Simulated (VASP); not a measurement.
# TiAl2: single point with LDA

Crystal: TiAl2.

```xyz
6
Lattice="1.9125 -5.9137 0.0000 1.9125 5.9137 0.0000 0.0000 0.0000 3.6896" Properties=species:S:1:pos:R:3 pbc="T T T"
Ti    1.9125   -1.8458    0.0000
Ti    1.9125    1.8458    0.0000
Al    0.0000    0.0000    0.0000
Al    1.9125   -3.8674    1.8448
Al    1.9125    3.8674    1.8448
Al    1.9125    0.0000    1.8448
```

| Quantity | Value |
| --- | --- |
| Program | VASP 6.6.1 |
| Task | single point |
| Functional | LDA |
| Potentials or basis | VASP PAW LDA potentials, release 64 (Ti_sv, Al) |
| Cutoff | 520 eV |
| k mesh | 12 × 12 × 12 |
| Occupations | gaussian, width 0.15 eV |
| Spin | no spin polarisation |
| Dipole correction | no |
| Further INCAR settings | ALGO = Fast; EDIFF = 1e-06; NBANDS = 27 |

The pressure is 12.1 GPa, the largest force is 0.064 eV/Å and the band gap on the k mesh is zero (bands 18 and 19 overlap by 1.86 eV).

Forces on the atoms (eV/Å):
```
Ti   0.000  0.044  0.000
Ti   0.000 -0.044  0.000
Al   0.000  0.000  0.000
Al   0.000 -0.064  0.000
Al   0.000  0.064  0.000
Al   0.000  0.000  0.000
```

Stress tensor (GPa, compression positive):
```
 9.90  0.00  0.00
 0.00  9.29  0.00
 0.00  0.00 17.15
```

Levels at points of the mesh, in eV from the Fermi level:
```
           k point  band 14  band 15  band 16  band 17  band 18  band 19  band 20  band 21  band 22  band 23
(0.00, 0.00, 0.00)    -1.99    -1.57    -0.77    -0.73    -0.21     0.42     0.77     0.85     0.94     1.10
(0.50, 0.00, 0.00)    -2.19    -1.50    -1.19    -1.18    -0.03     0.95     1.28     1.45     1.48     2.07
(0.50, 0.50, 0.00)    -2.12    -1.64    -1.44    -0.69    -0.46     0.27     1.15     1.30     1.68     1.88
(0.00, 0.00, 0.50)    -2.64    -1.91    -1.15    -0.28     0.05     0.56     1.20     1.38     1.39     1.52
(0.50, 0.00, 0.50)    -3.69    -2.52    -1.83    -1.71    -1.31    -0.63     1.31     1.57     1.59     1.83
(0.50, 0.50, 0.50)    -2.48    -2.35    -0.98    -0.19     0.90     1.23     1.61     1.78     1.89     1.99
```

Wall time 42 min on 1 thread of Intel(R) Xeon(R) Platinum 8259CL CPU @ 2.50GHz (Skylake/Cascade Lake) (shared host), peak memory 0.62 GiB.

Caveat: the stress differs along the axes, from 9 to 17 GPa.
